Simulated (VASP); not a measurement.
# K (Im-3m) in VASP: further runs

K is run at these levels: PBE; tasks: single point.

Program: VASP 6.6.1. These are calculated values, not measurements. Logs are shortened: lines on timing, memory, paths and dates and some standing lists are left out, and cuts for length are marked.

### Step 1. The cell of the first run

The structure is cubic, space group Im-3m (No. 229). Conventional cell: a = 5.283 Å, b = 5.283 Å, c = 5.283 Å, α = 90.00°, β = 90.00°, γ = 90.00°.

### Step 2. Single point, PBE

The input, INCAR:

```
PREC = Accurate
ENCUT = 520
EDIFF = 1E-7
ISMEAR = 1
SIGMA = 1.0
LREAL = False
LASPH = True
NELM = 100
ALGO = Normal
ISIF = 2
LWAVE = False
LCHARG = False
GGA = PE
NBANDS = 10
```

The input, KPOINTS:

```
Automatic mesh
0
Gamma
  9 9 9
```

The input, POSCAR:

```
K
1.0
   -2.6417142217      2.6417142217      2.6417142217
    2.6417142217     -2.6417142217      2.6417142217
    2.6417142217      2.6417142217     -2.6417142217
K
1
Direct
    0.0000000000      0.0000000000      0.0000000000
```

Potentials or basis: VASP PAW PBE potentials, release 64 (K_sv).

On the command line:

```bash
cat potpaw_PBE.64/K_sv/POTCAR > POTCAR
mpirun -np 1 vasp_std > vasp.out
```

OUTCAR:

```text
PREC = Accurate
   ENCUT = 520
   EDIFF = 1E-7
   ISMEAR = 1
   LREAL = False
   LASPH = True
   NELM = 100
   ISIF = 2
   GGA = PE

 ion  position               nearest neighbor table
   1  0.000  0.000  0.000-

  LATTYP: Found a body centered cubic cell.
 ALAT       =     5.2834284434

  Lattice vectors:

 A1 = (  -2.6417142217,   2.6417142217,   2.6417142217)
 A2 = (   2.6417142217,  -2.6417142217,   2.6417142217)
 A3 = (   2.6417142217,   2.6417142217,  -2.6417142217)

Analysis of symmetry for initial positions (statically):
=====================================================================
 Subroutine PRICEL returns:
 Original cell was already a primitive cell.

 Routine SETGRP: Setting up the symmetry group for a
 body centered cubic supercell.

 Subroutine GETGRP returns: Found 48 space group operations
 (whereof 48 operations were pure point group operations)
 out of a pool of 48 trial point group operations.

The static configuration has the point symmetry O_h .

Analysis of symmetry for dynamics (positions and initial velocities):
=====================================================================
 Subroutine PRICEL returns:
 Original cell was already a primitive cell.

 Routine SETGRP: Setting up the symmetry group for a
 body centered cubic supercell.

 Subroutine GETGRP returns: Found 48 space group operations
 (whereof 48 operations were pure point group operations)
 out of a pool of 48 trial point group operations.

The dynamic configuration has the point symmetry O_h .

 Subroutine INISYM returns: Found 48 space group operations
 (whereof 48 operations are pure point group operations),
 and found     1 'primitive' translations

----------------------------------------------------------------------------------------

                                     Primitive cell

  volume of cell :      73.7424

  direct lattice vectors                    reciprocal lattice vectors
    -2.641714222  2.641714222  2.641714222     0.000000000  0.189271041  0.189271041
     2.641714222 -2.641714222  2.641714222     0.189271041  0.000000000  0.189271041
     2.641714222  2.641714222 -2.641714222     0.189271041  0.189271041  0.000000000

  length of vectors
     4.575583251  4.575583251  4.575583251     0.267669673  0.267669673  0.267669673

[... 79 lines left out ...]
   LREAL  =      F    real-space projection
   EDIFFG = 0.1E-05   stopping-criterion for IOM
   NSW    =      0    number of steps for IOM
   IBRION =     -1    ionic relax: 0-MD 1-quasi-New 2-CG
   NFREE  =      0    steps in history (QN), initial steepest desc. (CG)
   ISIF   =      2    stress and relaxation
   ISYM   =      2    0-nonsym 1-usesym 2-fastsym
   POTIM  = 0.5000    time-step for ionic-motion
   TEBEG  =    0.0;   TEEND  =   0.0 temperature during run
   PSTRESS=    0.0 pullay stress
   NELECT =       9.0000    total number of electrons
   NUPDOWN=      -1.0000    fix difference up-down
   EMIN   =  10.00;   EMAX   =-10.00  energy-range for DOS
   EFERMI =   0.00;   METHOD = LEGACY
   ISMEAR =     1;   SIGMA  =   1.00  broadening in eV -4-tet -1-fermi 0-gaus
   EFERMI_NEDOS =   21; number of points for ismear=-14 and -15
   IALGO  =     38    algorithm
   IMIX   =      4    mixing-type and parameters
     AMIX     =   0.40;   BMIX     =  1.00
     AMIX_MAG =   1.60;   BMIX_MAG =  1.00
  volume/ion in A,a.u.               =      73.74       497.64
  Fermi-wavevector in a.u.,A,eV,Ry     =   0.812051  1.534553  8.972041  0.659426
  Thomas-Fermi vector in A             =   1.921523
   LORBIT       =      0    0 simple, 1 ext, 2 COOP (PROOUT), +10 PAW based schemes
   GGA     = PE    functional components
   LHFCALC =     F    Hartree Fock is set to
   AEXX    =    0.0000 exact exchange contribution
   IVDW    =     0    specifies the selected vdW correction
   LEPSILON=     F    determine dielectric tensor
   LRPA    =     F    only Hartree local field effects (RPA)
 non-spin polarized calculation
 Methfessel and Paxton  Order N= 1 SIGMA  =   1.00
  energy-cutoff  :      520.00
  volume of cell :       73.74
 maximum number of plane-waves:      2006
 NGX is ok and might be reduce to    36
   NGX = 17   NGY = 17   NGZ = 17

 number of electron       9.0000001 magnetization

 Free energy of the ion-electron system (eV)
  ---------------------------------------------------
  ext. energy  EPLUGINS =         0.00000000
  ---------------------------------------------------
  free energy    TOTEN  =        -1.04424386 eV

  energy without entropy =       -1.05323087  energy(sigma->0) =       -1.04723953

 E-fermi :  -0.1110     XC(G=0):  -5.6454

 val. band max:       -0.1864263974   @ k =  -0.3333   0.4444   0.1111
 cond. band min:      -0.0772923632   @ k =   0.4444   0.0000   0.0000
 fundamental gap:      0.1091340342
 Fermi energy:        -0.1110449625

 k-point     1 :       0.0000    0.0000    0.0000
  band No.  band energies     occupation
      1     -32.2612      2.00000
      2     -15.7108      2.00000
      3     -15.7108      2.00000
      4     -15.7108      2.00000
      5      -2.2787      2.00896
      6       4.1645     -0.00000
      7       4.1645     -0.00000
      8       4.1645     -0.00000
      9       5.0732     -0.00000
     10       5.0732     -0.00000
[... 287 lines left out ...]
 k-point    24 :      -0.4444   -0.4444    0.1111
  band No.  band energies     occupation
      1     -32.2564      2.00000
      2     -15.7710      2.00000
      3     -15.7432      2.00000
      4     -15.7214      2.00000
      5       0.7337     -0.00127
      6       0.7580     -0.01132
      7       2.6102     -0.00081
      8       4.0530     -0.00000
      9       5.1534     -0.00000
     10       5.6624     -0.00000

 [... further k-points ...]

------------------------ aborting loop because EDIFF is reached ----------------------------------------

  FORCE on cell =-STRESS in cart. coord.  units (eV):
  Direction    XX          YY          ZZ          XY          YZ          ZX
  --------------------------------------------------------------------------------------
  -------------------------------------------------------------------------------------
  Total        0.0001682      0.0001682      0.0001682     -0.0000000     -0.0000000      0.0000000
  in kB        0.0036548      0.0036548      0.0036548     -0.0000000     -0.0000000      0.0000000
  external PRESSURE =       0.0036548 kB  Pullay stress =       0.0000000 kB

 VOLUME and BASIS-vectors are now :
 -----------------------------------------------------------------------------
  energy-cutoff  :      520.00
  volume of cell :       73.74
      direct lattice vectors                 reciprocal lattice vectors
    -2.641714222  2.641714222  2.641714222     0.000000000  0.189271041  0.189271041
     2.641714222 -2.641714222  2.641714222     0.189271041  0.000000000  0.189271041
     2.641714222  2.641714222 -2.641714222     0.189271041  0.189271041  0.000000000

 POSITION                                       TOTAL-FORCE (eV/Angst)
 -----------------------------------------------------------------------------------
      0.00000      0.00000      0.00000         0.000000      0.000000      0.000000
 -----------------------------------------------------------------------------------
    total drift:                               -0.000000     -0.000000      0.000000

  FREE ENERGIE OF THE ION-ELECTRON SYSTEM (eV)
  ---------------------------------------------------
  free  energy   TOTEN  =        -1.0442438629 eV

  energy  without entropy=       -1.0532308690  energy(sigma->0) =       -1.04723953
```

OSZICAR:

```text
N       E                     dE             d eps       ncg     rms          rms(c)
DAV:   1     0.466048337222E+02    0.46605E+02   -0.35158E+03   700   0.678E+02
DAV:   2     0.638736469201E+00   -0.45966E+02   -0.45335E+02   752   0.191E+02
DAV:   3    -0.979877798951E+00   -0.16186E+01   -0.16107E+01  1092   0.292E+01
DAV:   4    -0.104303875420E+01   -0.63161E-01   -0.63057E-01  1024   0.441E+00
DAV:   5    -0.104368007003E+01   -0.64132E-03   -0.64126E-03  1044   0.387E-01    0.198E+00
DAV:   6    -0.104378611608E+01   -0.10605E-03   -0.14857E-03  1078   0.241E-01    0.123E+00
DAV:   7    -0.104417351813E+01   -0.38740E-03   -0.27789E-03  1058   0.334E-01    0.532E-02
DAV:   8    -0.104422828424E+01   -0.54766E-04   -0.11180E-04   878   0.125E-01    0.186E-02
DAV:   9    -0.104424507388E+01   -0.16790E-04   -0.15037E-05   866   0.317E-02    0.734E-03
DAV:  10    -0.104424393937E+01    0.11345E-05   -0.28871E-06  1074   0.137E-02    0.121E-03
DAV:  11    -0.104424386286E+01    0.76503E-07   -0.33383E-08   656   0.165E-03
   1 F= -.10442439E+01 E0= -.10472395E+01  d E =0.898701E-02
```

stdout:

```text
POSCAR found type information on POSCAR K
 POSCAR found :  1 types and       1 ions
 scaLAPACK will be used
 LDA part: xc-table for (Slater+PW92), standard interpolation
 POSCAR, INCAR and KPOINTS ok, starting setup
 FFT: planning ... GRIDC
 FFT: planning ... GRID_SOFT
 FFT: planning ... GRID
 WAVECAR not read
 entering main loop
```

It took 35 s on 1 thread of AMD EPYC 7R13, shared host; peak memory 0.17 GiB.

What came out:

* Free energy: -1.0442 eV
* Pressure: 0.0 GPa
* Band gap on the k mesh: zero (an odd number of electrons rules out a gap without spin polarisation)

Levels at points of the mesh, in eV from the Fermi level:
```tsv
k point	band 2	band 3	band 4	band 5	band 6	band 7
(0.00, 0.00, 0.00)	-15.60	-15.60	-15.60	-2.17	4.28	4.28
```

Caveat: so wide a smearing shifts energies and pressures.

### Step 3. Single point, PBE

The input, INCAR:

```
PREC     = Accurate       # precision mode
ENCUT    = 520            # plane-wave cutoff, eV
EDIFF    = 1E-6           # SCF threshold, eV
ISMEAR   = 1              # smearing method
SIGMA    = 0.03           # smearing width, eV
LREAL    = F              # projectors in reciprocal space
LASPH    = T              # aspherical terms in the spheres
NELM     = 100            # most SCF steps
ALGO     = Normal         # electronic algorithm
ISIF     = 2              # what is computed and relaxed
LWAVE    = F              # write WAVECAR
LCHARG   = T              # write CHGCAR
GGA      = PE             # functional
LELF     = T              # ELF
LVHAR    = T            
NBANDS   = 10             # bands
```

The input, KPOINTS:

```
regular mesh
0
Gamma
  9 9 9
```

POSCAR is that of step 2.

Potentials or basis: VASP PAW PBE potentials, release 64 (K_sv).

On the command line:

```bash
cat potpaw_PBE.64/K_sv/POTCAR > POTCAR
mpirun -np 1 vasp_std > vasp.out
```

It took 36 s on 1 thread of AMD EPYC 7R13, shared host; peak memory 0.17 GiB.

Results (log left out):

```
Free energy            : -1.0501 eV
Pressure               : 0.0 GPa
Band gap on the k mesh : zero (an odd number of electrons rules out a gap without spin polarisation)
```

Levels at points of the mesh, in eV from the Fermi level:
| k point | band 2 | band 3 | band 4 | band 5 | band 6 | band 7 |
| --- | --- | --- | --- | --- | --- | --- |
| (0.00, 0.00, 0.00) | -15.54 | -15.54 | -15.54 | -2.11 | 4.34 | 4.34 |

### Step 4. Single point, PBE

The input, INCAR:

```
SYSTEM = K
PREC = Accurate
ENCUT = 520
EDIFF = 1E-6
ISMEAR = 1
SIGMA = 0.3
LREAL = .FALSE.
LASPH = .TRUE.
NELM = 100
ALGO = Normal
ISIF = 2
LWAVE = .FALSE.
LCHARG = .FALSE.
GGA = PE
NBANDS = 10
```

The input, KPOINTS:

```
regular mesh
0
G
  9 9 9
  0 0 0
```

POSCAR is that of step 3.

On the command line:

```bash
cat potpaw_PBE.64/K_sv/POTCAR > POTCAR
mpirun -np 1 vasp_std > vasp.out
```

It took 35 s on 1 thread of AMD EPYC 7R13, shared host; peak memory 0.17 GiB.

Results (log left out):

| Property | Result |
| --- | --- |
| Free energy | -1.0494 eV |
| Pressure | 0.0 GPa |
| Band gap on the k mesh | zero (an odd number of electrons rules out a gap without spin polarisation) |

Levels at points of the mesh, in eV from the Fermi level:
```
           k point  band 1  band 2  band 3  band 4  band 5  band 6  band 7  band 8  band 9
(0.00, 0.00, 0.00)  -32.15  -15.60  -15.60  -15.60   -2.17    4.27    4.27    4.27    5.18
```

Caveat: so wide a smearing shifts energies and pressures.

### Step 5. Overview

| smearing | gap on the mesh (eV) | pressure (GPa) |
| --- | --- | --- |
| methfessel-paxton 1 eV | none | 0.0 |
| methfessel-paxton 0.03 eV | none | 0.0 |
| methfessel-paxton 0.3 eV | none | 0.0 |

Alike in all rows: task single point; level PBE; potentials or basis VASP PAW PBE potentials, release 64 (K_sv); no spin polarisation; cell as given; k mesh 9 × 9 × 9; cutoff (eV) 520.

Caveats: so wide a smearing shifts energies and pressures (at least some runs).

Total energies depend on the potentials used, so only differences within one code and one set of settings carry meaning.
